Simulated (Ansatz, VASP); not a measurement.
# Two plane-wave programs on MgO

```
CELL_PARAMETERS angstrom
0.00000 2.10607 2.10607
2.10607 0.00000 2.10607
2.10607 2.10607 0.00000
ATOMIC_POSITIONS crystal
Mg 0.00000 0.00000 0.00000
O 0.50000 0.50000 0.50000
```

Alike in both runs: task single point; functional PBE; k mesh 8 × 8 × 8; occupations fermi-dirac, width 0.05 eV; no spin polarisation.

|  | VASP | Ansatz |
| --- | --- | --- |
| version | VASP 6.6.1 | Ansatz 0.2.0 |
| potentials or method | VASP PAW PBE potentials, release 64 (Mg, O), cutoff 600 eV | PAW, plane waves, scalar-relativistic |
| valence electrons in the cell | 8 | 16 |

Ansatz gave:

| Property | Result |
| --- | --- |
| pressure (GPa) | 4.7 |

Problem. Estimate VASP's values.

Solution. Pressure (GPa): 3.7.

VASP's potentials hold 8 valence electrons a cell and Ansatz's 16, so a difference there can come from the potentials and not from the codes.
